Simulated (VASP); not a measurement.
Set up this calculation in VASP 6.6.1, as the native input.

| Item | Value |
| --- | --- |
| Task | single point |
| Functional | r2SCAN |
| Potentials or basis | VASP PAW PBE potentials, release 64 (Cu, O) |
| Cutoff | 520 eV |
| k mesh | 10 × 10 × 5 |
| Occupations | fermi-dirac, width 0.05 eV |
| Spin | no spin polarisation |
| Dipole correction | no |
| Further INCAR settings | ALGO = Normal; EDIFF = 1e-06; NBANDS = 25 |

The system is CuO.

```
Cu O
1.0
     2.29467   -1.67553   -0.03364
     2.29467    1.67553   -0.03364
    -0.90555    0.00000    4.97342
Cu O
2 2
Direct
  0.50000 0.00000 0.50000
  0.00000 0.50000 0.00000
  0.41335 0.58665 0.75000
  0.58665 0.41335 0.25000
```

One way to write it, as run:

POSCAR

```
CuO
1.0
    2.2946685771     -1.6755316414     -0.0336369364
    2.2946685771      1.6755316414     -0.0336369364
   -0.9055500811      0.0000000000      4.9734172007
Cu O
2 2
Direct
    0.5000000000      0.0000000000      0.5000000000
    0.0000000000      0.5000000000      0.0000000000
    0.4133502343      0.5866497657      0.7500000000
    0.5866497657      0.4133502343      0.2500000000
```

INCAR.step1

```
PREC = Accurate ; ENCUT = 520
ISMEAR = -1 ; SIGMA = 0.05
LREAL = F ; LASPH = T
NELM = 100 ; NBANDS = 25
GGA = PE ; ALGO = Normal
EDIFF = 1E-4 ; LWAVE = T
LCHARG = F
```

INCAR.step2

```
PREC = Accurate ; ENCUT = 520
EDIFF = 1E-6 ; ISMEAR = -1
SIGMA = 0.05 ; LREAL = F
LASPH = T ; NELM = 100
ALGO = Normal ; ISIF = 2
LWAVE = F ; LCHARG = F
METAGGA = R2SCAN ; LMIXTAU = T
NBANDS = 25 ; ISTART = 1
```

KPOINTS

```
regular mesh
0
Gamma
  10 10 5
```

Potentials or basis: VASP PAW PBE potentials, release 64 (Cu, O).

Run with:

```bash
$ cat potpaw_PBE.64/Cu/POTCAR potpaw_PBE.64/O/POTCAR > POTCAR
$ cp INCAR.step1 INCAR
$ mpirun -np 1 vasp_std > vasp.out
$ cp INCAR.step2 INCAR
$ mpirun -np 1 vasp_std > vasp.out
```

It gave:

- Pressure: 11.2 GPa
- Largest force: 0.064 eV/Å
- Band gap on the k mesh: zero (bands 17 and 18 overlap by 0.58 eV)

Caveat: the cell stands under pressure; the PAW data sets were made with another functional, which shifts forces and pressure a little; semilocal functionals often make such compounds metallic where correlation or magnetic order opens a gap, which also shifts bond lengths.

Run time: 3.5 min on 1 thread of Intel(R) Xeon(R) 6975P-C (Granite Rapids), on a shared host, peak memory 0.24 GiB.
